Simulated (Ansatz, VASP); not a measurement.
One calculation of HgTe, two programs

```
CELL_PARAMETERS angstrom
0.00000 3.27755 3.27755
3.27755 0.00000 3.27755
3.27755 3.27755 0.00000
ATOMIC_POSITIONS crystal
Hg 0.00000 0.00000 0.00000
Te 0.75000 0.75000 0.75000
```

Alike in both runs: task single point; functional PBE-based screened hybrid with a share of 0.25 of exact exchange and HFSCREEN = 0.3; k mesh 4 × 4 × 4; occupations fermi-dirac, width 0.05 eV; no spin polarisation.

```csv
,VASP,Ansatz
version,VASP 6.6.1,Ansatz 0.2.0
potentials or method,"VASP PAW PBE potentials, release 64 (Hg, Te)",Ansatz PAW
plane-wave cutoff (eV),520,420
valence electrons in the cell,18,36
```

|  | VASP | Ansatz | Ansatz less VASP |
| --- | --- | --- | --- |
| gap on the k mesh at the Fermi level (eV) | none | none | - |
| pressure (GPa) | 0.7 | 0.8 | +0.05 |

VASP's potentials were made for PBE, not for PBE-based screened hybrid. A gap of «none» marks a metal or a gap that the smearing closes. With one functional, cell and mesh, what is left measures potentials, basis and numerics. VASP's potentials hold 18 valence electrons a cell and Ansatz's 36, so a difference there can come from the potentials and not from the codes.

The k mesh is coarse, so the values compare programs but aren't converged. Spin-orbit coupling is off throughout.
